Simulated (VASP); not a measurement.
# S (I4/mmm) in VASP: further runs, part 2 of 2

VASP 6.6.1. Earlier steps stand in the parts before.

## Step 3: Single point, r2SCAN

This run uses another cell than the first one, of the same volume but with other edges.

The input, POSCAR:

```
S
1.0
    0.0000000000      2.1053702275      1.7895646934
    2.1053702275      0.0000000000      1.7895646934
    2.1053702275      2.1053702275      0.0000000000
S
1
Direct
    0.0000000000      0.0000000000      0.0000000000
```

The input, INCAR.step1:

```
PREC = Accurate ; ENCUT = 520
ISMEAR = 0 ; SIGMA = 0.15
LREAL = False ; LASPH = True
NELM = 100 ; NBANDS = 9
GGA = PE ; ALGO = Normal
EDIFF = 1E-4 ; LWAVE = True
LCHARG = False
```

The input, INCAR.step2:

```
PREC = Accurate ; ENCUT = 520
EDIFF = 1E-6 ; ISMEAR = 0
SIGMA = 0.15 ; LREAL = False
LASPH = True ; NELM = 100
ALGO = Normal ; ISIF = 2
LWAVE = False ; LCHARG = True
METAGGA = R2SCAN ; LMIXTAU = True
LELF = True ; LVHAR = True
NBANDS = 9 ; ISTART = 1
```

The input, KPOINTS:

```
Automatic mesh
0
Gamma
  22 22 22
```

Potentials or basis: VASP PAW PBE potentials, release 64 (S).

Run with:

```
> cat potpaw_PBE.64/S/POTCAR > POTCAR
> cp INCAR.step1 INCAR
> mpirun -np 1 vasp_std > vasp.out
> cp INCAR.step2 INCAR
> mpirun -np 1 vasp_std > vasp.out
```

OUTCAR:

```text
PREC = Accurate
   ENCUT = 520
   EDIFF = 1E-6
   ISMEAR = 0
   LREAL = False
   LASPH = True
   NELM = 100
   ISIF = 2
   METAGGA = R2SCAN
   ISTART = 1

 ion  position               nearest neighbor table
   1  0.000  0.000  0.000-

  LATTYP: Found a body centered tetragonal cell.
 ALAT       =     2.9774431295
 C/A-ratio  =     1.2020815280

  Lattice vectors:

 A1 = (   0.0000000000,  -2.1053702275,  -1.7895646934)
 A2 = (   0.0000000000,   2.1053702275,  -1.7895646934)
 A3 = (   2.1053702275,   0.0000000000,   1.7895646934)

Analysis of symmetry for initial positions (statically):
=====================================================================
 Subroutine PRICEL returns:
 Original cell was already a primitive cell.

 Routine SETGRP: Setting up the symmetry group for a
 body centered tetragonal supercell.

 Subroutine GETGRP returns: Found 16 space group operations
 (whereof 16 operations were pure point group operations)
 out of a pool of 16 trial point group operations.

The static configuration has the point symmetry D_4h.

Analysis of symmetry for dynamics (positions and initial velocities):
=====================================================================
[... 156 lines left out ...]

 E-fermi :   7.4080     XC(G=0): -11.7793

 val. band max:        7.4059193900   @ k =   0.3636   0.2273   0.0000
 cond. band min:       7.4090976996   @ k =   0.4091   0.1364   0.0000
 fundamental gap:      0.0031783095
 Fermi energy:         7.4079679288

 k-point     1 :       0.0000    0.0000    0.0000
  band No.  band energies     occupation
      1     -10.1862      2.00000
      2      10.6423      0.00000
      3      10.6632      0.00000
      4      10.6632      0.00000
      5      19.5821      0.00000
      6      19.5821      0.00000
      7      21.8377      0.00000
      8      22.8637      0.00000
      9      23.0689      0.00000
[... 265 lines left out ...]
 k-point    24 :      -0.4545    0.0455    0.0000
  band No.  band energies     occupation
      1      -5.9495      2.00000
      2      -0.1152      2.00000
      3       8.1573      0.00000
      4       9.8435      0.00000
      5      16.8916      0.00000
      6      17.7975      0.00000
      7      21.4916      0.00000
      8      27.4697      0.00000
      9      28.4229      0.00000

 [... further k-points ...]
[... 5 lines left out ...]
  --------------------------------------------------------------------------------------
  -------------------------------------------------------------------------------------
  Total        0.5594490      0.5594490     -1.0015993      0.0000000      0.0000000      0.0000000
  in kB       56.4984757     56.4984757   -101.1510184      0.0000000      0.0000000      0.0000000
  external PRESSURE =       3.9486443 kB  Pullay stress =       0.0000000 kB

 VOLUME and BASIS-vectors are now :
 -----------------------------------------------------------------------------
  energy-cutoff  :      520.00
  volume of cell :       15.86
      direct lattice vectors                 reciprocal lattice vectors
     0.000000000  2.105370227  1.789564693    -0.237487922  0.237487922  0.279397555
     2.105370227  0.000000000  1.789564693     0.237487922 -0.237487922  0.279397555
     2.105370227  2.105370227  0.000000000     0.237487922  0.237487922 -0.279397555

 POSITION                                       TOTAL-FORCE (eV/Angst)
 -----------------------------------------------------------------------------------
      0.00000      0.00000      0.00000        -0.000000      0.000000      0.000000
 -----------------------------------------------------------------------------------
    total drift:                                0.000000     -0.000000     -0.000000

  FREE ENERGIE OF THE ION-ELECTRON SYSTEM (eV)
  ---------------------------------------------------
  free  energy   TOTEN  =        -6.6538543364 eV

  energy  without entropy=       -6.6451357695  energy(sigma->0) =       -6.64949505
```

OUTCAR.step1:

```text
PREC = Accurate
   ENCUT = 520
   ISMEAR = 0
   LREAL = False
   LASPH = True
   NELM = 100
[... 504 lines left out ...]

 POSITION                                       TOTAL-FORCE (eV/Angst)
 -----------------------------------------------------------------------------------
      0.00000      0.00000      0.00000        -0.000000      0.000000      0.000000
 -----------------------------------------------------------------------------------
    total drift:                                0.000000      0.000000     -0.000000

  FREE ENERGIE OF THE ION-ELECTRON SYSTEM (eV)
  ---------------------------------------------------
  free  energy   TOTEN  =        -2.9047590037 eV

  energy  without entropy=       -2.8957460345  energy(sigma->0) =       -2.90025252
```

Wall time 8.5 min (1 thread of AMD EPYC 9R45 (Zen 5), shared host); peak memory 0.18 GiB.

Results:

```yaml
Free_energy: -6.6539 eV
Pressure: 0.4 GPa
Band_gap_on_the_k_mesh: zero (band 3 reaches 10.66 eV, above the bottom of band 4 at 3.97 eV)
```

Stress tensor (GPa, compression positive):
```
  5.65   0.00   0.00
  0.00   5.65   0.00
  0.00   0.00 -10.12
```

Caveat: the PAW data sets were made with another functional, which shifts forces and pressure a little.

## Step 4: Single point, r2SCAN

This run uses another cell than the first one, of the same volume but with other edges.

The input, POSCAR:

```
S
1.0
    0.0000000000      1.7768536112      2.5124710063
    1.7768536112      0.0000000000      2.5124710063
    1.7768536112      1.7768536112      0.0000000000
S
1
Direct
    0.0000000000      0.0000000000      0.0000000000
```

The input, INCAR.step1:

```
SYSTEM = S
ALGO     = Normal         ! electronic algorithm
EDIFF    = 1E-4           ! SCF threshold, eV
ENCUT    = 520            ! plane-wave cutoff, eV
GGA      = PE             ! functional
ISMEAR   = 0              ! smearing method
LASPH    = .True.         ! aspherical terms in the spheres
LCHARG   = .False.        ! write CHGCAR
LREAL    = .False.        ! projectors in reciprocal space
LWAVE    = .True.         ! write WAVECAR
NBANDS   = 9              ! bands
NELM     = 100            ! most SCF steps
PREC     = Accurate       ! precision mode
SIGMA    = 0.15           ! smearing width, eV
```

The input, INCAR.step2:

```
SYSTEM = S
ALGO     = Normal         ! electronic algorithm
EDIFF    = 1E-6           ! SCF threshold, eV
ENCUT    = 520            ! plane-wave cutoff, eV
ISIF     = 2              ! what is computed and relaxed
ISMEAR   = 0              ! smearing method
ISTART   = 1            
LASPH    = .True.         ! aspherical terms in the spheres
LCHARG   = .True.         ! write CHGCAR
LELF     = .True.         ! ELF
LMIXTAU  = .True.       
LREAL    = .False.        ! projectors in reciprocal space
LVHAR    = .True.       
LWAVE    = .False.        ! write WAVECAR
METAGGA  = R2SCAN         ! meta-GGA
NBANDS   = 9              ! bands
NELM     = 100            ! most SCF steps
PREC     = Accurate       ! precision mode
SIGMA    = 0.15           ! smearing width, eV
```

The input, KPOINTS:

```
k-points
0
Gamma
  22 22 22
  0 0 0
```

Potentials or basis: VASP PAW PBE potentials, release 64 (S).

Run with:

```
> cat potpaw_PBE.64/S/POTCAR > POTCAR
> cp INCAR.step1 INCAR
> mpirun -np 1 vasp_std > vasp.out
> cp INCAR.step2 INCAR
> mpirun -np 1 vasp_std > vasp.out
```

OUTCAR:

```text
SYSTEM = S
   EDIFF = 1E-6
   ENCUT = 520
   ISIF = 2
   ISMEAR = 0
   ISTART = 1
   LASPH = .True.
   LREAL = .False.
   METAGGA = R2SCAN
   NELM = 100
   PREC = Accurate

 ion  position               nearest neighbor table
   1  0.000  0.000  0.000-

  LATTYP: Found a body centered tetragonal cell.
 ALAT       =     2.5128504753
 C/A-ratio  =     1.9996979772

  Lattice vectors:

 A1 = (  -1.7768536112,   0.0000000000,   2.5124710063)
 A2 = (   1.7768536112,   0.0000000000,   2.5124710063)
 A3 = (   0.0000000000,   1.7768536112,  -2.5124710063)
[... 458 lines left out ...]
      1      -5.8789      2.00000
      2      -0.5850      2.00000
      3       6.3587      2.00000
      4      12.3753      0.00000
      5      14.2882      0.00000
      6      20.8584      0.00000
      7      23.0551      0.00000
      8      27.7217      0.00000
      9      28.9816      0.00000

 [... further k-points ...]
[... 5 lines left out ...]
  --------------------------------------------------------------------------------------
  -------------------------------------------------------------------------------------
  Total       -0.6988773     -0.6988773      1.8705205      0.0000000     -0.0000000      0.0000000
  in kB      -70.5792719    -70.5792719    188.9029364      0.0000000     -0.0000000      0.0000000
  external PRESSURE =      15.9147975 kB  Pullay stress =       0.0000000 kB

 VOLUME and BASIS-vectors are now :
 -----------------------------------------------------------------------------
  energy-cutoff  :      520.00
  volume of cell :       15.86
      direct lattice vectors                 reciprocal lattice vectors
     0.000000000  1.776853611  2.512471006    -0.281396282  0.281396282  0.199007272
     1.776853611  0.000000000  2.512471006     0.281396282 -0.281396282  0.199007272
     1.776853611  1.776853611  0.000000000     0.281396282  0.281396282 -0.199007272

 POSITION                                       TOTAL-FORCE (eV/Angst)
 -----------------------------------------------------------------------------------
      0.00000      0.00000      0.00000         0.000000      0.000000      0.000000
 -----------------------------------------------------------------------------------
    total drift:                                0.000000     -0.000000      0.000000

  FREE ENERGIE OF THE ION-ELECTRON SYSTEM (eV)
  ---------------------------------------------------
  free  energy   TOTEN  =        -6.9388970232 eV

  energy  without entropy=       -6.9288781081  energy(sigma->0) =       -6.93388757
```

Wall time 8.7 min (1 thread of AMD EPYC 9R45 (Zen 5), shared host); peak memory 0.17 GiB.

What came out:

```
Free energy            : -6.9389 eV
Pressure               : 1.6 GPa
Band gap on the k mesh : zero (band 3 reaches 11.43 eV, above the bottom of band 4 at 4.18 eV)
```

Caveat: the PAW data sets were made with another functional, which shifts forces and pressure a little.

## Step 5: Overview

```tsv
cell	gap on the mesh (eV)	pressure (GPa)
a = 2.932, b = 2.932, c = 2.654 Å, angles 63.1, 63.1, 53.8°, 1 atom	none	0.8
a = 2.763, b = 2.763, c = 2.977 Å, angles 57.4, 57.4, 65.2°, 1 atom	none	0.4
a = 3.077, b = 3.077, c = 2.513 Å, angles 65.9, 65.9, 48.2°, 1 atom	none	1.6
```

Alike in all rows: task single point; level r2SCAN; potentials or basis VASP PAW PBE potentials, release 64 (S); no spin polarisation; k mesh 22 × 22 × 22; cutoff (eV) 520; smearing gaussian 0.15 eV.

Caveats: the PAW data sets were made with another functional, which shifts forces and pressure a little.

Absolute energies hang on the potentials; compare differences alone.
